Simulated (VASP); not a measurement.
# TiAl (Pm-3m) in VASP: single point with r2SCAN+U

Aim: the single point of TiAl with r2SCAN+U.

Program: VASP 6.6.1. These are calculated values, not measurements. Logs are shortened: lines on timing, memory, paths and dates and some standing lists are left out, and cuts for length are marked.

## (1) The cell of the first run

The structure is cubic, space group Pm-3m (No. 221). Conventional cell: a = 3.214 Å, b = 3.214 Å, c = 3.214 Å, α = 90.00°, β = 90.00°, γ = 90.00°. Ti (site symmetry m-3m) has 8 Al at 2.78 Å and 6 Ti at 3.21 Å within 3.7 Å. Within 3.7 Å of Al (site symmetry m-3m) lie 8 Ti at 2.78 Å and 6 Al at 3.21 Å.

## (2) Single point, r2SCAN+U

Contents of POSCAR:

```
TiAl
1.0
    3.2143997116      0.0000000000      0.0000000000
    0.0000000000      3.2143997116      0.0000000000
    0.0000000000      0.0000000000      3.2143997116
Ti Al
1 1
Direct
    0.0000000000      0.0000000000      0.0000000000
    0.5000000000      0.5000000000      0.5000000000
```

Contents of INCAR.step1:

```
  PREC = Accurate
  ENCUT = 550
  ISMEAR = 0
  SIGMA = 0.1
  LREAL = F
  LASPH = T
  NELM = 200
  LMAXMIX = 4
  LDAU = T
  LDAUTYPE = 2
  LDAUL = 2 -1
  LDAUU = 4 0
  LDAUJ = 0 0
  NBANDS = 14
  GGA = PE
  ALGO = Normal
  EDIFF = 1E-5
  LWAVE = T
  LCHARG = F
  GGA_COMPAT = F
```

Contents of INCAR.step2:

```
  PREC = Accurate
  ENCUT = 550
  EDIFF = 1E-6
  ISMEAR = 0
  SIGMA = 0.1
  LREAL = F
  LASPH = T
  NELM = 200
  ALGO = Normal
  ISIF = 2
  LWAVE = F
  LCHARG = T
  LMAXMIX = 4
  LDAU = T
  LDAUTYPE = 2
  LDAUL = 2 -1
  LDAUU = 4 0
  LDAUJ = 0 0
  LDAUPRINT = 1
  METAGGA = R2SCAN
  LMIXTAU = T
  LELF = T
  LVHAR = T
  NBANDS = 14
  ISTART = 1
  GGA_COMPAT = F
```

Contents of KPOINTS:

```
Automatic mesh
0
Gamma
  18 18 18
```

Potentials or basis: VASP PAW PBE potentials, release 64 (Ti_sv, Al).

The run is started by

```console
cat potpaw_PBE.64/Ti_sv/POTCAR potpaw_PBE.64/Al/POTCAR > POTCAR
cp INCAR.step1 INCAR
mpirun -np 1 vasp_std > vasp.out
cp INCAR.step2 INCAR
mpirun -np 1 vasp_std > vasp.out
```

OUTCAR:

```text
PREC = Accurate
   ENCUT = 550
   EDIFF = 1E-6
   ISMEAR = 0
   LREAL = F
   LASPH = T
   NELM = 200
   ISIF = 2
   METAGGA = R2SCAN
   ISTART = 1

 ion  position               nearest neighbor table
   1  0.000  0.000  0.000-   2 2.78   2 2.78   2 2.78   2 2.78   2 2.78   2 2.78   2 2.78   2 2.78

   2  0.500  0.500  0.500-   1 2.78   1 2.78   1 2.78   1 2.78   1 2.78   1 2.78   1 2.78   1 2.78

  LATTYP: Found a simple cubic cell.
 ALAT       =     3.2143997116

  Lattice vectors:

 A1 = (   3.2143997116,   0.0000000000,   0.0000000000)
 A2 = (   0.0000000000,   3.2143997116,   0.0000000000)
 A3 = (   0.0000000000,   0.0000000000,   3.2143997116)

Analysis of symmetry for initial positions (statically):
=====================================================================
 Subroutine PRICEL returns:
 Original cell was already a primitive cell.

 Routine SETGRP: Setting up the symmetry group for a
 simple cubic supercell.

 Subroutine GETGRP returns: Found 48 space group operations
 (whereof 48 operations were pure point group operations)
 out of a pool of 48 trial point group operations.

The static configuration has the point symmetry O_h .

Analysis of symmetry for dynamics (positions and initial velocities):
=====================================================================
 Subroutine PRICEL returns:
 Original cell was already a primitive cell.

 Routine SETGRP: Setting up the symmetry group for a
 simple cubic supercell.

 Subroutine GETGRP returns: Found 48 space group operations
 (whereof 48 operations were pure point group operations)
 out of a pool of 48 trial point group operations.

The dynamic configuration has the point symmetry O_h .

 Subroutine INISYM returns: Found 48 space group operations
 (whereof 48 operations are pure point group operations),
 and found     1 'primitive' translations

----------------------------------------------------------------------------------------

                                     Primitive cell

  volume of cell :      33.2124

  direct lattice vectors                    reciprocal lattice vectors
     3.214399712  0.000000000  0.000000000     0.311100078  0.000000000  0.000000000
     0.000000000  3.214399712  0.000000000     0.000000000  0.311100078  0.000000000
     0.000000000  0.000000000  3.214399712     0.000000000  0.000000000  0.311100078

  length of vectors
     3.214399712  3.214399712  3.214399712     0.311100078  0.311100078  0.311100078

  position of ions in fractional coordinates (direct lattice)
     0.000000000  0.000000000  0.000000000
     0.500000000  0.500000000  0.500000000

  ion indices of the primitive-cell ions
   primitive index   ion index
                 1           1
                 2           2

----------------------------------------------------------------------------------------

 KPOINTS: Automatic mesh

Automatic generation of k-mesh.
 Grid dimensions read from file:
 generate k-points for:   18   18   18

 Generating k-lattice:

  Cartesian coordinates                     Fractional coordinates (reciprocal lattice)
     0.017283338  0.000000000  0.000000000     0.055555556  0.000000000  0.000000000
     0.000000000  0.017283338  0.000000000     0.000000000  0.055555556  0.000000000
     0.000000000  0.000000000  0.017283338     0.000000000  0.000000000  0.055555556

  Length of vectors
     0.017283338  0.017283338  0.017283338

  Shift w.r.t. Gamma in fractional coordinates (k-lattice)
     0.000000000  0.000000000  0.000000000

[... 46 lines left out ...]
   LSORBIT =      F    spin-orbit coupling
   LASPH  =      T    aspherical Exc in radial PAW
   ENCUT  =  550.0 eV  40.42 Ry    6.36 a.u.   6.15  6.15  6.15*2*pi/ulx,y,z
   NELM   =    200;   NELMIN=  2; NELMDL=  0     # of ELM steps
   EDIFF  = 0.1E-05   stopping-criterion for ELM
   LREAL  =      F    real-space projection
   EDIFFG = 0.1E-04   stopping-criterion for IOM
   NSW    =      0    number of steps for IOM
   IBRION =     -1    ionic relax: 0-MD 1-quasi-New 2-CG
   NFREE  =      0    steps in history (QN), initial steepest desc. (CG)
   ISIF   =      2    stress and relaxation
   ISYM   =      2    0-nonsym 1-usesym 2-fastsym
   POTIM  = 0.5000    time-step for ionic-motion
   TEBEG  =    0.0;   TEEND  =   0.0 temperature during run
   PSTRESS=    0.0 pullay stress
   NELECT =      15.0000    total number of electrons
   NUPDOWN=      -1.0000    fix difference up-down
   EMIN   =  10.00;   EMAX   =-10.00  energy-range for DOS
   EFERMI =   0.00;   METHOD = LEGACY
   ISMEAR =     0;   SIGMA  =   0.10  broadening in eV -4-tet -1-fermi 0-gaus
   EFERMI_NEDOS =   21; number of points for ismear=-14 and -15
   IALGO  =     38    algorithm
   IMIX   =      4    mixing-type and parameters
     AMIX     =   0.40;   BMIX     =  1.00
     AMIX_MAG =   1.60;   BMIX_MAG =  1.00
  volume/ion in A,a.u.               =      16.61       112.06
  Fermi-wavevector in a.u.,A,eV,Ry     =   1.256045  2.373582 21.465235  1.577650
  Thomas-Fermi vector in A             =   2.389773
   LORBIT       =      0    0 simple, 1 ext, 2 COOP (PROOUT), +10 PAW based schemes
 LDA+U is selected, type is set to LDAUTYPE =  2
   angular momentum for each species LDAUL =     2   -1
   U (eV)           for each species LDAUU =   4.0  0.0
   J (eV)           for each species LDAUJ =   0.0  0.0
   METAGGA = R2SCAN    functional components
   LHFCALC =     F    Hartree Fock is set to
   AEXX    =    0.0000 exact exchange contribution
   IVDW    =     0    specifies the selected vdW correction
   LEPSILON=     F    determine dielectric tensor
   LRPA    =     F    only Hartree local field effects (RPA)
 non-spin polarized calculation
 Gauss-broadening in eV      SIGMA  =   0.10
  energy-cutoff  :      550.00
  volume of cell :       33.21
 maximum number of plane-waves:       992
 NGX is ok and might be reduce to    28
   NGX = 13   NGY = 13   NGZ = 13

atom =   1  type =  1  l = 2

 onsite density matrix

spin component  1

  0.1051 -0.0000  0.0000 -0.0000 -0.0000
 -0.0000  0.1051  0.0000 -0.0000  0.0000
  0.0000  0.0000  0.2884 -0.0000  0.0000
 -0.0000 -0.0000 -0.0000  0.1051 -0.0000
 -0.0000  0.0000  0.0000 -0.0000  0.2884

spin component  2

  0.1051 -0.0000  0.0000 -0.0000 -0.0000
 -0.0000  0.1051  0.0000 -0.0000  0.0000
  0.0000  0.0000  0.2884 -0.0000  0.0000
 -0.0000 -0.0000 -0.0000  0.1051 -0.0000
 -0.0000  0.0000  0.0000 -0.0000  0.2884

 occupancies and eigenvectors

  o =  0.1051  v =  1.0000  0.0000  0.0000  0.0000  0.0000  0.0000  0.0000  0.0000  0.0000  0.0000      0.0000  0.0000  0.0000  0.0000  0.0000  0.0000  0.0000  0.0000  0.0000  0.0000
  o =  0.1051  v =  0.0000  0.0000  0.0000  0.0000  0.0000  1.0000  0.0000  0.0000  0.0000  0.0000      0.0000  0.0000  0.0000  0.0000  0.0000  0.0000  0.0000  0.0000  0.0000  0.0000
  o =  0.1051  v =  0.0000 -0.5468 -0.0000  0.8373 -0.0000  0.0000  0.0000  0.0000  0.0000  0.0000      0.0000  0.0000  0.0000  0.0000  0.0000  0.0000  0.0000  0.0000  0.0000  0.0000
  o =  0.1051  v =  0.0000  0.0000  0.0000  0.0000  0.0000  0.0000 -0.5468 -0.0000  0.8373 -0.0000      0.0000  0.0000  0.0000  0.0000  0.0000  0.0000  0.0000  0.0000  0.0000  0.0000
  o =  0.1051  v =  0.0000  0.0000  0.0000  0.0000  0.0000  0.0000  0.8373  0.0000  0.5468 -0.0000      0.0000  0.0000  0.0000  0.0000  0.0000  0.0000  0.0000  0.0000  0.0000  0.0000
  o =  0.1051  v =  0.0000  0.8373  0.0000  0.5468 -0.0000  0.0000  0.0000  0.0000  0.0000  0.0000      0.0000  0.0000  0.0000  0.0000  0.0000  0.0000  0.0000  0.0000  0.0000  0.0000
  o =  0.2884  v =  0.0000  0.0000  0.0000  0.0000  0.0000  0.0000 -0.0000  0.0404  0.0000  0.9992      0.0000  0.0000  0.0000  0.0000  0.0000  0.0000  0.0000  0.0000  0.0000  0.0000
  o =  0.2884  v =  0.0000 -0.0000  0.0404  0.0000  0.9992  0.0000  0.0000  0.0000  0.0000  0.0000      0.0000  0.0000  0.0000  0.0000  0.0000  0.0000  0.0000  0.0000  0.0000  0.0000
  o =  0.2884  v =  0.0000  0.0000  0.0000  0.0000  0.0000  0.0000 -0.0000  0.9992 -0.0000 -0.0404      0.0000  0.0000  0.0000  0.0000  0.0000  0.0000  0.0000  0.0000  0.0000  0.0000
  o =  0.2884  v =  0.0000 -0.0000  0.9992 -0.0000 -0.0404  0.0000  0.0000  0.0000  0.0000  0.0000      0.0000  0.0000  0.0000  0.0000  0.0000  0.0000  0.0000  0.0000  0.0000  0.0000

 number of electron      15.0000004 magnetization

 Free energy of the ion-electron system (eV)
  ---------------------------------------------------
  ext. energy  EPLUGINS =         0.00000000
  ---------------------------------------------------
  free energy    TOTEN  =       -17.40686338 eV

  energy without entropy =      -17.39922318  energy(sigma->0) =      -17.40304328

 E-fermi :   8.8598     XC(G=0): -11.7764

 val. band max:        8.8588527518   @ k =   0.2778   0.2778   0.0000
 cond. band min:       8.8617992341   @ k =   0.3333   0.2222   0.0000
 fundamental gap:      0.0029464823
 Fermi energy:         8.8598485755

 k-point     1 :       0.0000    0.0000    0.0000
  band No.  band energies     occupation
      1     -51.5682      2.00000
      2     -26.6817      2.00000
      3     -26.6817      2.00000
      4     -26.6817      2.00000
      5      -1.2033      2.00000
      6       7.1252      2.00000
      7       7.1252      2.00000
      8      11.3719      0.00000
      9      11.3719      0.00000
     10      11.3719      0.00000
     11      12.9774      0.00000
     12      12.9774      0.00000
     13      12.9774      0.00000
     14      17.4742      0.00000
[... 377 lines left out ...]
      1     -51.5567      2.00000
      2     -26.7957      2.00000
      3     -26.6893      2.00000
      4     -26.6702      2.00000
      5       0.7054      2.00000
      6       5.1157      2.00000
      7       7.7382      2.00000
      8       9.4092      0.00000
      9       9.8555      0.00000
     10      11.3022      0.00000
     11      11.4689      0.00000
     12      14.7286      0.00000
     13      16.2633      0.00000
     14      16.5080      0.00000

 [... further k-points ...]

------------------------ aborting loop because EDIFF is reached ----------------------------------------

  FORCE on cell =-STRESS in cart. coord.  units (eV):
  Direction    XX          YY          ZZ          XY          YZ          ZX
  --------------------------------------------------------------------------------------
  -------------------------------------------------------------------------------------
  Total       -0.0285420     -0.0285420     -0.0285420      0.0000000      0.0000000     -0.0000000
  in kB       -1.3768769     -1.3768769     -1.3768769      0.0000000      0.0000000     -0.0000000
  external PRESSURE =      -1.3768769 kB  Pullay stress =       0.0000000 kB

 VOLUME and BASIS-vectors are now :
 -----------------------------------------------------------------------------
  energy-cutoff  :      550.00
  volume of cell :       33.21
      direct lattice vectors                 reciprocal lattice vectors
     3.214399712  0.000000000  0.000000000     0.311100078  0.000000000  0.000000000
     0.000000000  3.214399712  0.000000000     0.000000000  0.311100078  0.000000000
     0.000000000  0.000000000  3.214399712     0.000000000  0.000000000  0.311100078

 POSITION                                       TOTAL-FORCE (eV/Angst)
 -----------------------------------------------------------------------------------
      0.00000      0.00000      0.00000         0.000000      0.000000      0.000000
      1.60720      1.60720      1.60720         0.000000      0.000000      0.000000
 -----------------------------------------------------------------------------------
    total drift:                               -0.000000     -0.000000     -0.000000

  FREE ENERGIE OF THE ION-ELECTRON SYSTEM (eV)
  ---------------------------------------------------
  free  energy   TOTEN  =       -17.4068633794 eV

  energy  without entropy=      -17.3992231769  energy(sigma->0) =      -17.40304328
```

Wall time 5.9 min (1 thread of Oxide Virtual Turin-like, shared host); peak memory 0.22 GiB.

What came out:

```yaml
Free_energy: -17.4069 eV
Pressure: -0.1 GPa
Band_gap_on_the_k_mesh: zero (an odd number of electrons rules out a gap without spin polarisation)
```

Eigenvalues of the final occupation matrices:
```
    site  spin  trace               eigenvalues
site 1 d     1   0.89  0.11 0.11 0.11 0.29 0.29
site 1 d     2   0.89  0.11 0.11 0.11 0.29 0.29
```

Caveat: the PAW data sets were made with another functional, which shifts forces and pressure a little; U without spin polarisation on a metal has little footing; the U is typed as a test and isn't derived for this compound.
